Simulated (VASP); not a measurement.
A run of VASP 6.6.1 is set up as follows.

File POSCAR:

```
SnO
1.0
    4.0363128461      0.0000000000      0.0000000000
    0.0000000000      4.0363128461      0.0000000000
    0.0000000000      0.0000000000      4.7069153017
Sn O
2 2
Direct
    0.0000000000      0.5000000000      0.2262426261
    0.5000000000      0.0000000000      0.7737573739
    0.5000000000      0.5000000000      0.0000000000
    0.0000000000      0.0000000000      0.0000000000
```

File INCAR.step1:

```
ALGO = Normal ; EDIFF = 1E-4
ENCUT = 520 ; GGA = PE
ISMEAR = 0 ; LASPH = T
LCHARG = F ; LREAL = F
LWAVE = T ; NBANDS = 28
NELM = 100 ; PREC = Accurate
SIGMA = 0.01
```

Contents of INCAR.step2:

```
ALGO = Normal ; EDIFF = 1E-6
ENCUT = 520 ; ISIF = 2
ISMEAR = 0 ; ISTART = 1
LASPH = T ; LCHARG = F
LMIXTAU = T ; LREAL = F
LWAVE = F ; METAGGA = R2SCAN
NBANDS = 28 ; NELM = 100
PREC = Accurate ; SIGMA = 0.01
```

Contents of KPOINTS:

```
k-points
0
Gamma
  10 10 8
```

Potentials or basis: VASP PAW PBE potentials, release 64 (Sn_d, O).

Launch:

```console
$ cat potpaw_PBE.64/Sn_d/POTCAR potpaw_PBE.64/O/POTCAR > POTCAR
$ cp INCAR.step1 INCAR
$ mpirun -np 1 vasp_std > vasp.out
$ cp INCAR.step2 INCAR
$ mpirun -np 1 vasp_std > vasp.out
```

Problem. Estimate the band gap on the k mesh.

Solution. 1.19 eV (least direct gap 2.09 eV).

Problem. What does it give for the largest force?

Solution. 0.116 eV/Å.

Forces on the atoms (eV/Å):
```
Sn   0.000  0.000  0.116
Sn   0.000  0.000 -0.116
O    0.000  0.000  0.000
O    0.000  0.000  0.000
```

Caveat: the cell differs from its parent crystal (biaxial strain in the a-b plane: +6.0 %, then relaxed in part); the PAW data sets were made with another functional, which shifts forces and pressure a little; spin-orbit coupling is left out, which moves the levels of the heavy elements. A k mesh can miss the band edges.
